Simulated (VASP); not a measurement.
Here is a VASP 6.6.1 calculation.

The input INCAR:

```
SYSTEM = PtC
  PREC = Accurate
  ENCUT = 520
  EDIFF = 1E-6
  ISMEAR = 0
  SIGMA = 0.1
  LREAL = .False.
  LASPH = .True.
  NELM = 80
  ALGO = Normal
  ISIF = 2
  LWAVE = .False.
  LCHARG = .False.
  GGA = PE
  NBANDS = 14
```

Contents of KPOINTS:

```
Automatic mesh
0
Gamma
  20 20 16
  0 0 0
```

Contents of POSCAR:

```
PtC
1.0
    2.8068790796      0.0000000000      0.0000000000
    0.0000000000      2.8068790796      0.0000000000
    0.0000000000      0.0000000000      2.8109888098
Pt C
1 1
Direct
    0.5000000000      0.5000000000      0.5000000000
    0.0000000000      0.0000000000      0.0000000000
```

Potentials or basis: VASP PAW PBE potentials, release 64 (Pt, C).

Command:

```bash
$ cat potpaw_PBE.64/Pt/POTCAR potpaw_PBE.64/C/POTCAR > POTCAR
$ mpirun -np 1 vasp_std > vasp.out
```

Question: What does it give for the band gap on the k mesh?

Answer: Zero (bands 7 and 8 overlap by 4.16 eV).

Question: What does it give for the pressure?

Answer: -0.2 GPa.

Caveat: spin-orbit coupling is left out, which moves the levels of the heavy elements.
